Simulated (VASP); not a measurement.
ZrMo3, 4 atoms in the cell. It takes space group Pm-3m (No. 221, cubic). Conventional cell: a = 4.125 Å, b = 4.125 Å, c = 4.125 Å, α = 90.00°, β = 90.00°, γ = 90.00°. Within 3.8 Å of Zr (site symmetry m-3m) lie 12 Mo at 2.92 Å. Mo (site symmetry 4/mmm) has 4 Zr at 2.92 Å and 8 Mo at 2.92 Å within 3.8 Å. 

```yaml
Program: VASP 6.6.1
Task: relaxation of cell and atoms
Functional: PBE
Potentials_or_basis: VASP PAW PBE potentials, release 64 (Zr_sv, Mo_sv)
Cutoff: 600 eV
k_mesh: 12 × 12 × 12
Occupations: gaussian, width 0.1 eV
Spin: no spin polarisation
Dipole_correction: no
Further_INCAR_settings: ALGO = Fast; EDIFF = 1e-07; IBRION = 2; EDIFFG = -0.01; NSW = 100; ISIF = 3
```

Potentials or basis: VASP PAW PBE potentials, release 64 (Zr_sv, Mo_sv).

The run is started by

```console
$ cat potpaw_PBE.64/Zr_sv/POTCAR potpaw_PBE.64/Mo_sv/POTCAR > POTCAR
$ mpirun -np 1 vasp_std > vasp.out
```

Hardware: 1 thread of Intel(R) Xeon(R) Platinum 8488C (Sapphire Rapids) (shared host).

Task: How long does it take, and how much memory?

Result: Wall time 10 min on 1 thread of Intel(R) Xeon(R) Platinum 8488C (Sapphire Rapids), on a shared host, peak memory 0.35 GiB. Counts: scf iterations 59, k points 84, ion steps 3.
